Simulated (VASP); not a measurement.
# Ru (P6_3/mmc) in VASP: further runs

Ru is run at these levels: PBEsol; tasks: single point.

Program: VASP 6.6.1. These are calculated values, not measurements. Logs are shortened: lines on timing, memory, paths and dates and some standing lists are left out, and cuts for length are marked.

### Step 1. The cell of the first run

It takes space group P6_3/mmc (No. 194, hexagonal). Conventional cell: a = 2.840 Å, b = 2.840 Å, c = 4.559 Å, α = 90.00°, β = 90.00°, γ = 120.00°. Within 3.7 Å of Ru (site symmetry -6m2) lie 12 Ru at 2.81 to 2.84 Å.

### Step 2. Single point, PBEsol

The input, INCAR:

```
SYSTEM = Ru
ALGO = Fast
EDIFF = 1E-6
ENCUT = 520
GGA = PS
ISIF = 2
ISMEAR = 0
LASPH = .True.
LCHARG = .False.
LREAL = .False.
LWAVE = .False.
NBANDS = 21
NELM = 60
PREC = Accurate
SIGMA = 0.15
```

The input, KPOINTS:

```
k-points
0
Gamma
  18 18 10
  0 0 0
```

The input, POSCAR:

```
Ru
1.0
    2.8403000000      0.0000000000      0.0000000000
   -1.4201500000      2.4597719544      0.0000000000
    0.0000000000      0.0000000000      4.5586000000
Ru
2
Direct
    0.3333333333      0.6666666667      0.2500000000
    0.6666666667      0.3333333333      0.7500000000
```

Potentials or basis: VASP PAW PBE potentials, release 64 (Ru_pv).

On the command line:

```bash
$ cat potpaw_PBE.64/Ru_pv/POTCAR > POTCAR
$ mpirun -np 1 vasp_std > vasp.out
```

OUTCAR:

```text
SYSTEM = Ru
   EDIFF = 1E-6
   ENCUT = 520
   GGA = PS
   ISIF = 2
   ISMEAR = 0
   LASPH = .True.
   LREAL = .False.
   NELM = 60
   PREC = Accurate

 ion  position               nearest neighbor table
   1  0.333  0.667  0.250-   2 2.81   2 2.81   2 2.81   2 2.81   2 2.81   2 2.81
   2  0.667  0.333  0.750-   1 2.81   1 2.81   1 2.81   1 2.81   1 2.81   1 2.81

  LATTYP: Found a hexagonal cell.
 ALAT       =     2.8403000000
 C/A-ratio  =     1.6049713058

  Lattice vectors:

 A1 = (   2.8403000000,   0.0000000000,   0.0000000000)
 A2 = (  -1.4201500000,   2.4597719544,   0.0000000000)
 A3 = (   0.0000000000,   0.0000000000,   4.5586000000)

Analysis of symmetry for initial positions (statically):
=====================================================================
 Subroutine PRICEL returns:
 Original cell was already a primitive cell.

 Routine SETGRP: Setting up the symmetry group for a
 hexagonal supercell.

 Subroutine GETGRP returns: Found 24 space group operations
 (whereof 12 operations were pure point group operations)
 out of a pool of 24 trial point group operations.

The static configuration has the point symmetry D_3d.
 The point group associated with its full space group is D_6h.

Analysis of symmetry for dynamics (positions and initial velocities):
=====================================================================
 Subroutine PRICEL returns:
 Original cell was already a primitive cell.

 Routine SETGRP: Setting up the symmetry group for a
 hexagonal supercell.

 Subroutine GETGRP returns: Found 24 space group operations
 (whereof 12 operations were pure point group operations)
 out of a pool of 24 trial point group operations.

The dynamic configuration has the point symmetry D_3d.
 The point group associated with its full space group is D_6h.

 Subroutine INISYM returns: Found 24 space group operations
 (whereof 12 operations are pure point group operations),
 and found     1 'primitive' translations

----------------------------------------------------------------------------------------

                                     Primitive cell

  volume of cell :      31.8486

  direct lattice vectors                    reciprocal lattice vectors
     2.840300000  0.000000000  0.000000000     0.352075485  0.203270876  0.000000000
    -1.420150000  2.459771954  0.000000000     0.000000000  0.406541752  0.000000000
     0.000000000  0.000000000  4.558600000     0.000000000  0.000000000  0.219365595

  length of vectors
     2.840300000  2.840300000  4.558600000     0.406541752  0.406541752  0.219365595

  position of ions in fractional coordinates (direct lattice)
     0.333333333  0.666666667  0.250000000
     0.666666667  0.333333333  0.750000000

  ion indices of the primitive-cell ions
   primitive index   ion index
                 1           1
                 2           2

----------------------------------------------------------------------------------------

 KPOINTS: k-points

Automatic generation of k-mesh.
 Grid dimensions read from file:
 generate k-points for:   18   18   10

 Generating k-lattice:

  Cartesian coordinates                     Fractional coordinates (reciprocal lattice)
     0.019559749  0.011292826  0.000000000     0.055555556  0.000000000  0.000000000
     0.000000000  0.022585653  0.000000000     0.000000000  0.055555556  0.000000000
     0.000000000  0.000000000  0.021936559     0.000000000  0.000000000  0.100000000

  Length of vectors
     0.022585653  0.022585653  0.021936559

  Shift w.r.t. Gamma in fractional coordinates (k-lattice)
     0.000000000  0.000000000  0.000000000

 Subroutine IBZKPT returns following result:
 ===========================================

 Found    222 irreducible k-points:

 Following reciprocal coordinates:
            Coordinates               Weight
  0.000000  0.000000  0.000000      1.000000
  0.055556  0.000000  0.000000      6.000000
  0.111111  0.000000  0.000000      6.000000
  0.166667 -0.000000  0.000000      6.000000
  0.222222  0.000000  0.000000      6.000000
  0.277778  0.000000  0.000000      6.000000
[... 16 lines left out ...]
  0.333333  0.111111  0.000000     12.000000
  0.388889  0.111111  0.000000     12.000000
 [... further k-points ...]
   k-points           NKPTS =    222   k-points in BZ     NKDIM =    222   number of bands    NBANDS=     21
   number of dos      NEDOS =    301   number of ions     NIONS =      2
   total plane-waves  NPLWV =  20736
   dimension x,y,z NGX =    24 NGY =   24 NGZ =   36
   dimension x,y,z NGXF=    48 NGYF=   48 NGZF=   72
   ions per type =               2
   NGX,Y,Z   is equivalent  to a cutoff of  14.05, 14.05, 13.13 a.u.
   NGXF,Y,Z  is equivalent  to a cutoff of  28.09, 28.09, 26.26 a.u.
 SYSTEM =  Ru
   PREC   = accura    normal or accurate (medium, high low for compatibility)
   ISTART =      0    job   : 0-new  1-cont  2-samecut
   ICHARG =      2    charge: 1-file 2-atom 10-const
   ISPIN  =      1    spin polarized calculation?
   LNONCOLLINEAR =      F non collinear calculations
   LSORBIT =      F    spin-orbit coupling
   LASPH  =      T    aspherical Exc in radial PAW
   ENCUT  =  520.0 eV  38.22 Ry    6.18 a.u.   5.28  5.28  8.48*2*pi/ulx,y,z
   NELM   =     60;   NELMIN=  2; NELMDL= -5     # of ELM steps
   EDIFF  = 0.1E-05   stopping-criterion for ELM
   LREAL  =      F    real-space projection
   EDIFFG = 0.1E-04   stopping-criterion for IOM
   NSW    =      0    number of steps for IOM
   IBRION =     -1    ionic relax: 0-MD 1-quasi-New 2-CG
   NFREE  =      0    steps in history (QN), initial steepest desc. (CG)
   ISIF   =      2    stress and relaxation
   ISYM   =      2    0-nonsym 1-usesym 2-fastsym
   POTIM  = 0.5000    time-step for ionic-motion
   TEBEG  =    0.0;   TEEND  =   0.0 temperature during run
   PSTRESS=    0.0 pullay stress
   NELECT =      28.0000    total number of electrons
   NUPDOWN=      -1.0000    fix difference up-down
   EMIN   =  10.00;   EMAX   =-10.00  energy-range for DOS
   EFERMI =   0.00;   METHOD = LEGACY
   ISMEAR =     0;   SIGMA  =   0.15  broadening in eV -4-tet -1-fermi 0-gaus
   EFERMI_NEDOS =   21; number of points for ismear=-14 and -15
   IALGO  =     68    algorithm
   IMIX   =      4    mixing-type and parameters
     AMIX     =   0.40;   BMIX     =  1.00
     AMIX_MAG =   1.60;   BMIX_MAG =  1.00
  volume/ion in A,a.u.               =      15.92       107.46
  Fermi-wavevector in a.u.,A,eV,Ry     =   1.568305  2.963668 33.464646  2.459582
  Thomas-Fermi vector in A             =   2.670356
   LORBIT       =      0    0 simple, 1 ext, 2 COOP (PROOUT), +10 PAW based schemes
   GGA     = PS    functional components
   LHFCALC =     F    Hartree Fock is set to
   AEXX    =    0.0000 exact exchange contribution
   IVDW    =     0    specifies the selected vdW correction
   LEPSILON=     F    determine dielectric tensor
   LRPA    =     F    only Hartree local field effects (RPA)
 non-spin polarized calculation
 RMM-DIIS sequential band-by-band and
 Gauss-broadening in eV      SIGMA  =   0.15
  energy-cutoff  :      520.00
  volume of cell :       31.85
 maximum number of plane-waves:       872
 NGX is ok and might be reduce to    24
   NGX = 11   NGY = 11   NGZ = 17

 number of electron      28.0000002 magnetization

 Free energy of the ion-electron system (eV)
  ---------------------------------------------------
  ext. energy  EPLUGINS =         0.00000000
  ---------------------------------------------------
  free energy    TOTEN  =       -19.56494762 eV

  energy without entropy =      -19.54135413  energy(sigma->0) =      -19.55315087

 E-fermi :   9.9918     XC(G=0): -13.3151

 val. band max:        9.9880897558   @ k =   0.1667   0.1111   0.3000
 cond. band min:       9.9927250725   @ k =   0.2778   0.0000   0.3000
 fundamental gap:      0.0046353167
 Fermi energy:         9.9918123590

 k-point     1 :       0.0000    0.0000    0.0000
  band No.  band energies     occupation
      1     -33.0791      2.00000
      2     -32.5330      2.00000
      3     -32.5330      2.00000
      4     -32.4377      2.00000
      5     -32.4377      2.00000
      6     -32.4300      2.00000
[... 13 lines left out ...]
     20      20.5035      0.00000
     21      20.5070      0.00000

 k-point     2 :       0.0556    0.0000    0.0000
  band No.  band energies     occupation
      1     -33.0729      2.00000
      2     -32.5465      2.00000
      3     -32.5375      2.00000
      4     -32.4518      2.00000
      5     -32.4398      2.00000
      6     -32.4326      2.00000
[... 13 lines left out ...]
     20      20.5033      0.00000
     21      20.5071      0.00000

 k-point     3 :       0.1111    0.0000    0.0000
  band No.  band energies     occupation
      1     -33.0549      2.00000
      2     -32.5855      2.00000
      3     -32.5502      2.00000
      4     -32.4921      2.00000
      5     -32.4459      2.00000
      6     -32.4407      2.00000
[... 13 lines left out ...]
     20      20.5032      0.00000
     21      20.5067      0.00000

 k-point     4 :       0.1667   -0.0000    0.0000
  band No.  band energies     occupation
      1     -33.0262      2.00000
      2     -32.6452      2.00000
      3     -32.5694      2.00000
      4     -32.5532      2.00000
      5     -32.4558      2.00000
      6     -32.4542      2.00000
[... 13 lines left out ...]
     20      20.5031      0.00000
     21      20.5063      0.00000

 k-point     5 :       0.2222    0.0000    0.0000
  band No.  band energies     occupation
      1     -32.9885      2.00000
      2     -32.7186      2.00000
      3     -32.6267      2.00000
      4     -32.5922      2.00000
      5     -32.4731      2.00000
      6     -32.4683      2.00000
[... 13 lines left out ...]
     20      20.5051      0.00000
     21      23.4021      0.00000
[... 382 lines left out ...]
     20      21.6432      0.00000
     21      23.3933      0.00000

 k-point    22 :       0.2778    0.1111    0.0000
  band No.  band energies     occupation
      1     -32.8840      2.00000
      2     -32.8627      2.00000
      3     -32.7893      2.00000
      4     -32.6492      2.00000
      5     -32.5336      2.00000
      6     -32.5256      2.00000
[... 13 lines left out ...]
     20      19.9022      0.00000
     21      22.4442      0.00000

 k-point    23 :       0.3333    0.1111    0.0000
  band No.  band energies     occupation
      1     -32.9186      2.00000
      2     -32.8392      2.00000
      3     -32.8298      2.00000
      4     -32.6763      2.00000
      5     -32.5639      2.00000
      6     -32.5392      2.00000
[... 13 lines left out ...]
     20      19.4802      0.00000
     21      21.5940      0.00000

 k-point    24 :       0.3889    0.1111    0.0000
  band No.  band energies     occupation
      1     -32.9550      2.00000
      2     -32.8562      2.00000
      3     -32.8031      2.00000
      4     -32.6938      2.00000
      5     -32.5906      2.00000
      6     -32.5480      2.00000
[... 13 lines left out ...]
     20      20.3676      0.00000
     21      20.9903      0.00000

 [... further k-points ...]
[... 5 lines left out ...]
  --------------------------------------------------------------------------------------
  -------------------------------------------------------------------------------------
  Total       -7.5743983     -7.5743983     -8.8482223      0.0000000      0.0000000      0.0000000
  in kB     -381.0378985   -381.0378985   -445.1189302      0.0000000      0.0000000      0.0000000
  external PRESSURE =    -402.3982424 kB  Pullay stress =       0.0000000 kB

 VOLUME and BASIS-vectors are now :
 -----------------------------------------------------------------------------
  energy-cutoff  :      520.00
  volume of cell :       31.85
      direct lattice vectors                 reciprocal lattice vectors
     2.840300000  0.000000000  0.000000000     0.352075485  0.203270876  0.000000000
    -1.420150000  2.459771954  0.000000000     0.000000000  0.406541752  0.000000000
     0.000000000  0.000000000  4.558600000     0.000000000  0.000000000  0.219365595

 POSITION                                       TOTAL-FORCE (eV/Angst)
 -----------------------------------------------------------------------------------
     -0.00000      1.63985      1.13965         0.000000     -0.000000      0.000000
      1.42015      0.81992      3.41895        -0.000000      0.000000      0.000000
 -----------------------------------------------------------------------------------
    total drift:                               -0.000000      0.000000     -0.000000

  FREE ENERGIE OF THE ION-ELECTRON SYSTEM (eV)
  ---------------------------------------------------
  free  energy   TOTEN  =       -19.5649476178 eV

  energy  without entropy=      -19.5413541320  energy(sigma->0) =      -19.55315087
```

It took 81 s on 1 thread of Intel Xeon Platinum 8488C (Sapphire Rapids), shared host; peak memory 0.23 GiB.

What came out:

```
Free energy            : -19.5649 eV
Pressure               : -40.2 GPa
Band gap on the k mesh : zero (band 14 reaches 11.18 eV, above the bottom of band 15 at 8.76 eV)
```

Caveat: the PAW data sets were made with another functional, which shifts forces and pressure a little.

(Continued in part 2 of 2.)
